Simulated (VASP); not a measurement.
# GaP (F-43m) in VASP: relaxation of the atoms with PBE

Aim: the relaxation of the atoms of GaP with PBE.

All numbers are computed with VASP 6.6.1; they aren't measurements. Logs are shortened: lines on timing, memory, paths and dates and some standing lists are left out, and cuts for length are marked.

## Step 1: The cell of the first run

It takes space group F-43m (No. 216, cubic). The conventional cell has a = 5.451 Å, b = 5.451 Å, c = 5.451 Å, α = 90.00°, β = 90.00°, γ = 90.00°. Within 3.1 Å of Ga (site symmetry -43m) lie 4 P at 2.36 Å. Within 3.1 Å of P (site symmetry -43m) lie 4 Ga at 2.36 Å.

## Step 2: Relaxation of the atoms, PBE

Contents of INCAR:

```
SYSTEM = GaP
ALGO = Normal ; EDIFF = 1E-6
EDIFFG = -0.02 ; ENCUT = 520
GGA = PE ; IBRION = 2
ISIF = 2 ; ISMEAR = -1
LASPH = .TRUE. ; LCHARG = .FALSE.
LREAL = .FALSE. ; LWAVE = .FALSE.
NELM = 60 ; NSW = 80
PREC = Accurate ; SIGMA = 0.02
```

Contents of KPOINTS:

```
k-points
0
G
  9 9 9
  0 0 0
```

Contents of POSCAR:

```
GaP
1.0
    0.0000000000      2.7252500000      2.7252500000
    2.7252500000      0.0000000000      2.7252500000
    2.7252500000      2.7252500000      0.0000000000
Ga P
1 1
Direct
    0.0000000000      0.0000000000      0.0000000000
    0.2500000000      0.2500000000      0.2500000000
```

Potentials or basis: VASP PAW PBE potentials, release 64 (Ga_d, P).

Started as:

```sh
> cat potpaw_PBE.64/Ga_d/POTCAR potpaw_PBE.64/P/POTCAR > POTCAR
> mpirun -np 1 vasp_std > vasp.out
```

OUTCAR:

```text
SYSTEM = GaP
   EDIFF = 1E-6
   EDIFFG = -0.02
   ENCUT = 520
   GGA = PE
   IBRION = 2
   ISIF = 2
   ISMEAR = -1
   LASPH = .TRUE.
   LREAL = .FALSE.
   NELM = 60
   NSW = 80
   PREC = Accurate

 ion  position               nearest neighbor table
   1  0.000  0.000  0.000-   2 2.36   2 2.36   2 2.36   2 2.36
   2  0.250  0.250  0.250-   1 2.36   1 2.36   1 2.36   1 2.36

  LATTYP: Found a face centered cubic cell.
 ALAT       =     5.4505000000

  Lattice vectors:

 A1 = (   0.0000000000,   2.7252500000,   2.7252500000)
 A2 = (   2.7252500000,   0.0000000000,   2.7252500000)
 A3 = (   2.7252500000,   2.7252500000,   0.0000000000)

Analysis of symmetry for initial positions (statically):
=====================================================================
 Subroutine PRICEL returns:
 Original cell was already a primitive cell.

 Routine SETGRP: Setting up the symmetry group for a
 face centered cubic supercell.

 Subroutine GETGRP returns: Found 24 space group operations
 (whereof 24 operations were pure point group operations)
 out of a pool of 48 trial point group operations.

The static configuration has the point symmetry T_d .

Analysis of symmetry for dynamics (positions and initial velocities):
=====================================================================
 Subroutine PRICEL returns:
 Original cell was already a primitive cell.

 Routine SETGRP: Setting up the symmetry group for a
 face centered cubic supercell.

 Subroutine GETGRP returns: Found 24 space group operations
 (whereof 24 operations were pure point group operations)
 out of a pool of 48 trial point group operations.

The dynamic configuration has the point symmetry T_d .

 Subroutine INISYM returns: Found 24 space group operations
 (whereof 24 operations are pure point group operations),
 and found     1 'primitive' translations

----------------------------------------------------------------------------------------

                                     Primitive cell

  volume of cell :      40.4808

  direct lattice vectors                    reciprocal lattice vectors
     0.000000000  2.725250000  2.725250000    -0.183469406  0.183469406  0.183469406
     2.725250000  0.000000000  2.725250000     0.183469406 -0.183469406  0.183469406
     2.725250000  2.725250000  0.000000000     0.183469406  0.183469406 -0.183469406

  length of vectors
     3.854085511  3.854085511  3.854085511     0.317778334  0.317778334  0.317778334

  position of ions in fractional coordinates (direct lattice)
     0.000000000  0.000000000  0.000000000
     0.250000000  0.250000000  0.250000000

  ion indices of the primitive-cell ions
   primitive index   ion index
                 1           1
                 2           2

----------------------------------------------------------------------------------------

 KPOINTS: k-points

Automatic generation of k-mesh.
 Grid dimensions read from file:
 generate k-points for:    9    9    9

 Generating k-lattice:

  Cartesian coordinates                     Fractional coordinates (reciprocal lattice)
    -0.020385490  0.020385490  0.020385490     0.111111111  0.000000000  0.000000000
     0.020385490 -0.020385490  0.020385490     0.000000000  0.111111111  0.000000000
     0.020385490  0.020385490 -0.020385490     0.000000000  0.000000000  0.111111111

  Length of vectors
     0.035308704  0.035308704  0.035308704

  Shift w.r.t. Gamma in fractional coordinates (k-lattice)
     0.000000000  0.000000000  0.000000000

 Subroutine IBZKPT returns following result:
 ===========================================

 Found     35 irreducible k-points:

 Following reciprocal coordinates:
            Coordinates               Weight
  0.000000  0.000000  0.000000      1.000000
  0.111111  0.000000  0.000000      8.000000
  0.222222  0.000000  0.000000      8.000000
  0.333333  0.000000  0.000000      8.000000
  0.444444  0.000000  0.000000      8.000000
  0.111111  0.111111  0.000000      6.000000
[... 16 lines left out ...]
 -0.333333  0.333333  0.000000     12.000000
  0.444444  0.444444  0.000000      6.000000
 [... further k-points ...]
   k-points           NKPTS =     35   k-points in BZ     NKDIM =     35   number of bands    NBANDS=     13
   number of dos      NEDOS =    301   number of ions     NIONS =      2
   total plane-waves  NPLWV =  27000
   dimension x,y,z NGX =    30 NGY =   30 NGZ =   30
   dimension x,y,z NGXF=    60 NGYF=   60 NGZF=   60
   ions per type =               1   1
   NGX,Y,Z   is equivalent  to a cutoff of  12.94, 12.94, 12.94 a.u.
   NGXF,Y,Z  is equivalent  to a cutoff of  25.88, 25.88, 25.88 a.u.
 SYSTEM =  GaP
   PREC   = accura    normal or accurate (medium, high low for compatibility)
   ISTART =      0    job   : 0-new  1-cont  2-samecut
   ICHARG =      2    charge: 1-file 2-atom 10-const
   ISPIN  =      1    spin polarized calculation?
   LNONCOLLINEAR =      F non collinear calculations
   LSORBIT =      F    spin-orbit coupling
   LASPH  =      T    aspherical Exc in radial PAW
   ENCUT  =  520.0 eV  38.22 Ry    6.18 a.u.   7.17  7.17  7.17*2*pi/ulx,y,z
   NELM   =     60;   NELMIN=  2; NELMDL= -5     # of ELM steps
   EDIFF  = 0.1E-05   stopping-criterion for ELM
   LREAL  =      F    real-space projection
   EDIFFG = -.2E-01   stopping-criterion for IOM
   NSW    =     80    number of steps for IOM
   IBRION =      2    ionic relax: 0-MD 1-quasi-New 2-CG
   NFREE  =      1    steps in history (QN), initial steepest desc. (CG)
   ISIF   =      2    stress and relaxation
   ISYM   =      2    0-nonsym 1-usesym 2-fastsym
   POTIM  = 0.5000    time-step for ionic-motion
   TEBEG  =    0.0;   TEEND  =   0.0 temperature during run
   PSTRESS=    0.0 pullay stress
   NELECT =      18.0000    total number of electrons
   NUPDOWN=      -1.0000    fix difference up-down
   EMIN   =  10.00;   EMAX   =-10.00  energy-range for DOS
   EFERMI =   0.00;   METHOD = LEGACY
   ISMEAR =    -1;   SIGMA  =   0.02  broadening in eV -4-tet -1-fermi 0-gaus
   EFERMI_NEDOS =   21; number of points for ismear=-14 and -15
   IALGO  =     38    algorithm
   IMIX   =      4    mixing-type and parameters
     AMIX     =   0.40;   BMIX     =  1.00
     AMIX_MAG =   1.60;   BMIX_MAG =  1.00
  volume/ion in A,a.u.               =      20.24       136.59
  Fermi-wavevector in a.u.,A,eV,Ry     =   1.249538  2.361284 21.243377  1.561344
  Thomas-Fermi vector in A             =   2.383574
   LORBIT       =      0    0 simple, 1 ext, 2 COOP (PROOUT), +10 PAW based schemes
   GGA     = PE    functional components
   LHFCALC =     F    Hartree Fock is set to
   AEXX    =    0.0000 exact exchange contribution
   IVDW    =     0    specifies the selected vdW correction
   LEPSILON=     F    determine dielectric tensor
   LRPA    =     F    only Hartree local field effects (RPA)
 conjugate gradient relaxation of ions
 non-spin polarized calculation
  energy-cutoff  :      520.00
  volume of cell :       40.48
 maximum number of plane-waves:      1113
 NGX is ok and might be reduce to    30
   NGX = 15   NGY = 15   NGZ = 15

 number of electron      17.9999989 magnetization

 Free energy of the ion-electron system (eV)
  ---------------------------------------------------
  ext. energy  EPLUGINS =         0.00000000
  ---------------------------------------------------
  free energy    TOTEN  =        -9.11754208 eV

  energy without entropy =       -9.11754208  energy(sigma->0) =       -9.11754208

 E-fermi :   5.1034     XC(G=0):  -9.8334

 val. band max:        4.6513906450   @ k =   0.0000   0.0000   0.0000
 cond. band min:       6.2498422796   @ k =   0.4444   0.4444   0.0000
 fundamental gap:      1.5984516346
 Fermi energy:         5.1034340465

 k-point     1 :       0.0000    0.0000    0.0000
  band No.  band energies     occupation
      1      -9.8985      2.00000
      2      -9.8985      2.00000
      3      -9.8985      2.00000
      4      -9.7988      2.00000
      5      -9.7987      2.00000
      6      -7.8402      2.00000
      7       4.6514      2.00000
      8       4.6514      2.00000
      9       4.6514      2.00000
     10       6.4780      0.00000
     11       8.5415      0.00000
     12       8.5415      0.00000
     13       8.5415      0.00000

 k-point     2 :       0.1111    0.0000    0.0000
  band No.  band energies     occupation
      1      -9.9095      2.00000
      2      -9.8947      2.00000
      3      -9.8947      2.00000
      4      -9.7988      2.00000
      5      -9.7988      2.00000
      6      -7.6798      2.00000
      7       3.2720      2.00000
      8       4.4649      2.00000
      9       4.4649      2.00000
     10       7.0809      0.00000
     11       8.8273      0.00000
     12       8.8273      0.00000
     13       8.9719      0.00000

 k-point     3 :       0.2222    0.0000    0.0000
  band No.  band energies     occupation
      1      -9.9353      2.00000
      2      -9.8860      2.00000
      3      -9.8860      2.00000
      4      -9.7980      2.00000
      5      -9.7980      2.00000
      6      -7.2192      2.00000
      7       1.2621      2.00000
      8       4.0842      2.00000
      9       4.0842      2.00000
     10       6.9032      0.00000
     11       9.3199      0.00000
     12       9.3199      0.00000
     13      10.5528      0.00000

 k-point     4 :       0.3333    0.0000    0.0000
  band No.  band energies     occupation
      1      -9.9618      2.00000
      2      -9.8781      2.00000
      3      -9.8781      2.00000
      4      -9.7951      2.00000
      5      -9.7951      2.00000
      6      -6.5370      2.00000
      7      -0.5539      2.00000
      8       3.7455      2.00000
      9       3.7455      2.00000
     10       6.5510      0.00000
     11       9.4688      0.00000
     12       9.4688      0.00000
     13      12.2547      0.00000

 k-point     5 :       0.4444    0.0000    0.0000
  band No.  band energies     occupation
      1      -9.9780      2.00000
      2      -9.8742      2.00000
      3      -9.8742      2.00000
      4      -9.7919      2.00000
      5      -9.7919      2.00000
      6      -5.8897      2.00000
      7      -1.7893      2.00000
      8       3.5583      2.00000
      9       3.5583      2.00000
     10       6.3501      0.00000
     11       9.3909      0.00000
     12       9.3909      0.00000
     13      12.9165      0.00000
[... 257 lines left out ...]
 k-point    22 :      -0.4444    0.3333    0.0000
  band No.  band energies     occupation
      1     -10.0010      2.00000
      2      -9.8514      2.00000
      3      -9.8426      2.00000
      4      -9.8196      2.00000
      5      -9.7847      2.00000
      6      -5.0235      2.00000
      7      -1.8046      2.00000
      8       0.9539      2.00000
      9       2.3580      2.00000
     10       6.8061      0.00000
     11       9.0269      0.00000
     12      12.5453      0.00000
     13      12.8587      0.00000

 k-point    23 :      -0.3333    0.3333    0.0000
  band No.  band energies     occupation
      1      -9.9921      2.00000
      2      -9.8601      2.00000
      3      -9.8488      2.00000
      4      -9.8096      2.00000
      5      -9.7918      2.00000
      6      -5.1125      2.00000
      7      -1.6860      2.00000
      8       0.6097      2.00000
      9       2.7062      2.00000
     10       7.1621      0.00000
     11      10.6154      0.00000
     12      12.0037      0.00000
     13      12.3564      0.00000

 k-point    24 :       0.4444    0.4444    0.0000
  band No.  band energies     occupation
      1     -10.0134      2.00000
      2      -9.8353      2.00000
      3      -9.8353      2.00000
      4      -9.8332      2.00000
      5      -9.7777      2.00000
      6      -5.0826      2.00000
      7      -1.8343      2.00000
      8       2.0220      2.00000
      9       2.0220      2.00000
     10       6.2498      0.00000
     11       6.6690      0.00000
     12      14.7677      0.00000
     13      14.7677      0.00000

 [... further k-points ...]

------------------------ aborting loop because EDIFF is reached ----------------------------------------

  FORCE on cell =-STRESS in cart. coord.  units (eV):
  Direction    XX          YY          ZZ          XY          YZ          ZX
  --------------------------------------------------------------------------------------
  -------------------------------------------------------------------------------------
  Total        0.6150213      0.6150213      0.6150213      0.0000000      0.0000000      0.0000000
  in kB       24.3417440     24.3417440     24.3417440      0.0000000      0.0000000      0.0000000
  external PRESSURE =      24.3417440 kB  Pullay stress =       0.0000000 kB

 VOLUME and BASIS-vectors are now :
 -----------------------------------------------------------------------------
  energy-cutoff  :      520.00
  volume of cell :       40.48
      direct lattice vectors                 reciprocal lattice vectors
     0.000000000  2.725250000  2.725250000    -0.183469406  0.183469406  0.183469406
     2.725250000  0.000000000  2.725250000     0.183469406 -0.183469406  0.183469406
     2.725250000  2.725250000  0.000000000     0.183469406  0.183469406 -0.183469406

 POSITION                                       TOTAL-FORCE (eV/Angst)
 -----------------------------------------------------------------------------------
      0.00000      0.00000      0.00000        -0.000000     -0.000000     -0.000000
      1.36262      1.36262      1.36262         0.000000      0.000000      0.000000
 -----------------------------------------------------------------------------------
    total drift:                                0.000002      0.000002      0.000002

  FREE ENERGIE OF THE ION-ELECTRON SYSTEM (eV)
  ---------------------------------------------------
  free  energy   TOTEN  =        -9.1175420791 eV

  energy  without entropy=       -9.1175420791  energy(sigma->0) =       -9.11754208

 reached required accuracy - stopping structural energy minimisation
```

It took 22 s on 1 thread of Intel Xeon Platinum 8259CL at 2.50GHz (Skylake/Cascade Lake), shared host; peak memory 0.17 GiB.

Results:

| Item | Value |
| --- | --- |
| Free energy | -9.1175 eV |
| Pressure after relaxing | 2.4 GPa |
| Band gap on the k mesh | 1.60 eV (least direct gap 1.83 eV) |

Final structure:
```xyz
2
Lattice="0.0000 2.7252 2.7252 2.7252 0.0000 2.7252 2.7252 2.7252 0.0000" Properties=species:S:1:pos:R:3 pbc="T T T"
Ga    0.0000    0.0000    0.0000
P     1.3626    1.3626    1.3626
```

Levels at points of the mesh, in eV from the valence-band top:
```tsv
k point	band 7	band 8	band 9	band 10	band 11	band 12
(0.00, 0.00, 0.00)	0.00	0.00	0.00	1.83	3.89	3.89
```

Caveat: the relaxation stopped at its first step, so nothing moved; an odd mesh through Γ misses points on the zone boundary, where band edges can lie. PBE gaps usually lie below the measured ones, often by a third to a half.
